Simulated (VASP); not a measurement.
# Rh (Cm) in VASP: single point with PBEsol

Aim: the single point of Rh with PBEsol.

Program: VASP 6.6.1. These are calculated values, not measurements. Logs are shortened: lines on timing, memory, paths and dates and some standing lists are left out, and cuts for length are marked.

### Step 1. The cell of the first run

The structure is monoclinic, space group Cm (No. 8). The conventional cell has a = 4.634 Å, b = 2.676 Å, c = 17.485 Å, α = 90.00°, β = 93.38°, γ = 90.00°. Within 3.5 Å of Rh (site symmetry m) lie 12 Rh at 2.67 to 2.68 Å. Rh (site symmetry m) has 13 Rh at 2.57 to 3.37 Å within 3.4 Å. Within 3.5 Å of Rh (site symmetry m) lie 12 Rh at 2.67 to 2.68 Å. Within 3.5 Å of Rh (site symmetry m) lie 12 Rh at 2.67 to 2.68 Å. Within 3.5 Å of Rh (site symmetry m) lie 12 Rh at 2.67 to 2.68 Å. Rh (site symmetry m) has 12 Rh at 2.67 to 2.68 Å within 3.5 Å. Rh (site symmetry m) has 13 Rh at 2.57 to 3.37 Å within 3.4 Å. Within 3.5 Å of Rh (site symmetry m) lie 12 Rh at 2.67 to 2.68 Å.

### Step 2. Single point, PBEsol (the part above a cut slid along it)

Contents of INCAR:

```
SYSTEM = Rh
PREC = Accurate
ENCUT = 500
EDIFF = 1E-6
ISMEAR = 0
SIGMA = 0.15
LREAL = .FALSE.
LASPH = .TRUE.
NELM = 120
ALGO = Normal
ISIF = 2
LWAVE = .FALSE.
LCHARG = .FALSE.
GGA = PS
NBANDS = 70
GGA_COMPAT = .FALSE.
KPAR = 4
```

Contents of KPOINTS:

```
Automatic mesh
0
G
  16 16 3
  0 0 0
```

Contents of POSCAR:

```
Rh
1.0
   -2.6755648902      0.0000000000      0.0000000000
   -1.3377824451     -2.3171071644      0.0000000000
   -0.8918549634     -0.5149127032     17.4550219417
Rh
8
Direct
   -0.1250000000      0.8750000000      0.5625000000
   -0.0138888889      0.9861111111      0.0625000000
    0.1805555556      0.1805555556      0.6875000000
    0.2916666667      0.2916666667      0.1875000000
   -0.1805555556     -0.1805555556      0.8125000000
   -0.0694444444     -0.0694444444      0.3125000000
    0.4583333333      0.4583333333      0.9375000000
    0.5694444444      0.5694444444      0.4375000000
```

Potentials or basis: VASP PAW PBE potentials, release 64 (Rh_pv).

Command:

```
> cat potpaw_PBE.64/Rh_pv/POTCAR > POTCAR
> mpirun -np 4 vasp_std > vasp.out
```

OUTCAR:

```text
SYSTEM = Rh
   PREC = Accurate
   ENCUT = 500
   EDIFF = 1E-6
   ISMEAR = 0
   LREAL = .FALSE.
   LASPH = .TRUE.
   NELM = 120
   ISIF = 2
   GGA = PS

 ion  position               nearest neighbor table
   1  0.875  0.875  0.562-   8 2.67   3 2.67   3 2.67   8 2.67   3 2.67   8 2.67
   2  0.986  0.986  0.062-   7 2.57   7 2.57   4 2.67   4 2.67   4 2.67   7 3.00
   3  0.181  0.181  0.688-   5 2.67   5 2.67   1 2.67   1 2.67   1 2.67   5 2.67
   4  0.292  0.292  0.188-   2 2.67   2 2.67   6 2.67   6 2.67   6 2.67   2 2.67
   5  0.819  0.819  0.812-   3 2.67   3 2.67   7 2.67   7 2.67   7 2.67   3 2.67
   6  0.931  0.931  0.312-   8 2.67   8 2.67   4 2.67   4 2.67   4 2.67   8 2.67
   7  0.458  0.458  0.938-   2 2.57   2 2.57   5 2.67   5 2.67   5 2.67   2 3.00
   8  0.569  0.569  0.438-   6 2.67   6 2.67   1 2.67   1 2.67   1 2.67   6 2.67

  LATTYP: Found a base centered monoclinic cell.
 ALAT       =     4.6342143288
 B/A-ratio  =     0.5773502692
 C/A-ratio  =     3.7731044669
 COS(beta)  =    -0.0588963874

  Lattice vectors:

 A1 = (   2.6755648902,   0.0000000000,   0.0000000000)
 A2 = (   1.3377824451,   2.3171071644,   0.0000000000)
 A3 = (  -0.8918549634,  -0.5149127032,  17.4550219417)

Analysis of symmetry for initial positions (statically):
=====================================================================
 Subroutine PRICEL returns:
 Original cell was already a primitive cell.

 Routine SETGRP: Setting up the symmetry group for a
 base centered monoclinic supercell.

 Subroutine GETGRP returns: Found  2 space group operations
 (whereof  2 operations were pure point group operations)
 out of a pool of  4 trial point group operations.

The static configuration has the point symmetry C_1h.

Analysis of symmetry for dynamics (positions and initial velocities):
=====================================================================
 Subroutine PRICEL returns:
 Original cell was already a primitive cell.

 Routine SETGRP: Setting up the symmetry group for a
 base centered monoclinic supercell.

 Subroutine GETGRP returns: Found  2 space group operations
 (whereof  2 operations were pure point group operations)
 out of a pool of  4 trial point group operations.

The dynamic configuration has the point symmetry C_1h.

 Subroutine INISYM returns: Found  2 space group operations
 (whereof  2 operations are pure point group operations),
 and found     1 'primitive' translations

[... 98 lines left out ...]
   ISTART =      0    job   : 0-new  1-cont  2-samecut
   ICHARG =      2    charge: 1-file 2-atom 10-const
   ISPIN  =      1    spin polarized calculation?
   LNONCOLLINEAR =      F non collinear calculations
   LSORBIT =      F    spin-orbit coupling
   LASPH  =      T    aspherical Exc in radial PAW
   ENCUT  =  500.0 eV  36.75 Ry    6.06 a.u.   4.88  4.88 31.88*2*pi/ulx,y,z
   NELM   =    120;   NELMIN=  2; NELMDL= -5     # of ELM steps
   EDIFF  = 0.1E-05   stopping-criterion for ELM
   LREAL  =      F    real-space projection
[... 7 lines left out ...]
   TEBEG  =    0.0;   TEEND  =   0.0 temperature during run
   PSTRESS=    0.0 pullay stress
   NELECT =     120.0000    total number of electrons
   NUPDOWN=      -1.0000    fix difference up-down
   EMIN   =  10.00;   EMAX   =-10.00  energy-range for DOS
   EFERMI =   0.00;   METHOD = LEGACY
   ISMEAR =     0;   SIGMA  =   0.15  broadening in eV -4-tet -1-fermi 0-gaus
   EFERMI_NEDOS =   21; number of points for ismear=-14 and -15
   IALGO  =     38    algorithm
   IMIX   =      4    mixing-type and parameters
     AMIX     =   0.40;   BMIX     =  1.00
     AMIX_MAG =   1.60;   BMIX_MAG =  1.00
  volume/ion in A,a.u.               =      13.53        91.28
  Fermi-wavevector in a.u.,A,eV,Ry     =   1.694499  3.202138 39.066761  2.871326
  Thomas-Fermi vector in A             =   2.775713
   LORBIT       =      0    0 simple, 1 ext, 2 COOP (PROOUT), +10 PAW based schemes
   GGA     = PS    functional components
   LHFCALC =     F    Hartree Fock is set to
   AEXX    =    0.0000 exact exchange contribution
   IVDW    =     0    specifies the selected vdW correction
   LEPSILON=     F    determine dielectric tensor
   LRPA    =     F    only Hartree local field effects (RPA)
 non-spin polarized calculation
 Gauss-broadening in eV      SIGMA  =   0.15
  energy-cutoff  :      500.00
  volume of cell :      108.21
 maximum number of plane-waves:      2797
   NGX =  9   NGY =  9   NGZ = 63

 number of electron     120.0000030 magnetization

 Free energy of the ion-electron system (eV)
  ---------------------------------------------------
  ext. energy  EPLUGINS =         0.00000000
  ---------------------------------------------------
  free energy    TOTEN  =       -64.84684916 eV

  energy without entropy =      -64.71544950  energy(sigma->0) =      -64.78114933

 E-fermi :  12.0798     XC(G=0): -14.3210

 val. band max:       12.0797121553   @ k =  -0.3125   0.2500  -0.0000
 cond. band min:      12.0855493351   @ k =   0.5000   0.1250   0.3333
 fundamental gap:      0.0058371798
 Fermi energy:        12.0798393615

 k-point     1 :       0.0000    0.0000    0.0000
  band No.  band energies     occupation
      1     -35.0901      2.00000
      2     -34.9795      2.00000
      3     -34.9745      2.00000
      4     -34.7070      2.00000
      5     -34.6942      2.00000
      6     -34.4326      2.00000
[... 1741 lines left out ...]
     69      12.5100      0.00005
     70      13.4469      0.00000

 [... further k-points ...]
[... 5 lines left out ...]
  --------------------------------------------------------------------------------------
  -------------------------------------------------------------------------------------
  Total        0.0924954      0.3588564      0.9964007     -0.2306755     -0.3473181     -0.6015727
  in kB        1.3694573      5.3131163     14.7523973     -3.4153089     -5.1422837     -8.9066966
  external PRESSURE =       7.1449903 kB  Pullay stress =       0.0000000 kB

 VOLUME and BASIS-vectors are now :
 -----------------------------------------------------------------------------
  energy-cutoff  :      500.00
  volume of cell :      108.21
      direct lattice vectors                 reciprocal lattice vectors
    -2.675564890  0.000000000  0.000000000    -0.373752849  0.215786308 -0.012731134
    -1.337782445 -2.317107164  0.000000000     0.000000000 -0.431572616 -0.012731134
    -0.891854963 -0.514912703 17.455021942     0.000000000  0.000000000  0.057290103

 POSITION                                       TOTAL-FORCE (eV/Angst)
 -----------------------------------------------------------------------------------
     -4.01335     -2.31711      9.81845         0.018759      0.010830      0.008503
     -4.01335     -2.31711      1.09094        -0.373943     -0.215896      0.473875
     -1.33778     -0.77237     12.00033         0.042764      0.024690     -0.023279
     -1.33778     -0.77237      3.27282         0.081474      0.047039      0.138491
     -4.01335     -2.31711     14.18221         0.045124      0.026052      0.073712
     -4.01335     -2.31711      5.45469        -0.007079     -0.004087     -0.071649
     -2.67556     -1.54474     16.36408         0.181589      0.104841     -0.591076
     -2.67556     -1.54474      7.63657         0.011313      0.006531     -0.008577
 -----------------------------------------------------------------------------------
    total drift:                                0.000005      0.000003      0.000170

  FREE ENERGIE OF THE ION-ELECTRON SYSTEM (eV)
  ---------------------------------------------------
  free  energy   TOTEN  =       -64.8468491564 eV

  energy  without entropy=      -64.7154494995  energy(sigma->0) =      -64.78114933
```

OSZICAR:

```text
N       E                     dE             d eps       ncg     rms          rms(c)
DAV:   1     0.166932877502E+04    0.16693E+04   -0.71859E+04 29348   0.196E+03
DAV:   2     0.520509090221E+01   -0.16641E+04   -0.16268E+04 30128   0.637E+02
DAV:   3    -0.676631868854E+02   -0.72868E+02   -0.67767E+02 32434   0.134E+02
DAV:   4    -0.696777249481E+02   -0.20145E+01   -0.19495E+01 32244   0.191E+01
[... 16 lines left out ...]
DAV:  21    -0.648469076448E+02    0.59411E-03   -0.13091E-03 33464   0.247E-01    0.824E-02
DAV:  22    -0.648468715468E+02    0.36098E-04   -0.97792E-05 31570   0.551E-02    0.492E-02
DAV:  23    -0.648468524596E+02    0.19087E-04   -0.31579E-05 22876   0.336E-02    0.206E-02
DAV:  24    -0.648468497522E+02    0.27074E-05   -0.68315E-06 20230   0.142E-02    0.831E-03
DAV:  25    -0.648468491564E+02    0.59577E-06   -0.29549E-06 17398   0.103E-02
   1 F= -.64846849E+02 E0= -.64781149E+02  d E =-.131400E+00
```

It took 10 min on 4 MPI ranks of Intel Xeon Platinum 8488C (Sapphire Rapids), shared host; peak memory 0.93 GiB.

Results:

* Free energy: -64.8468 eV
* Pressure: 0.7 GPa
* Largest force: 0.641 eV/Å
* Band gap on the k mesh: zero (bands 60 and 61 overlap by 2.02 eV)

Forces on the atoms (eV/Å):
```
Rh   0.019  0.011  0.009
Rh  -0.374 -0.216  0.474
Rh   0.043  0.025 -0.023
Rh   0.081  0.047  0.138
Rh   0.045  0.026  0.074
Rh  -0.007 -0.004 -0.072
Rh   0.182  0.105 -0.591
Rh   0.011  0.007 -0.009
```

Caveat: the cell differs from its parent crystal (the part above a cut slid along it); the PAW data sets were made with another functional, which shifts forces and pressure a little.
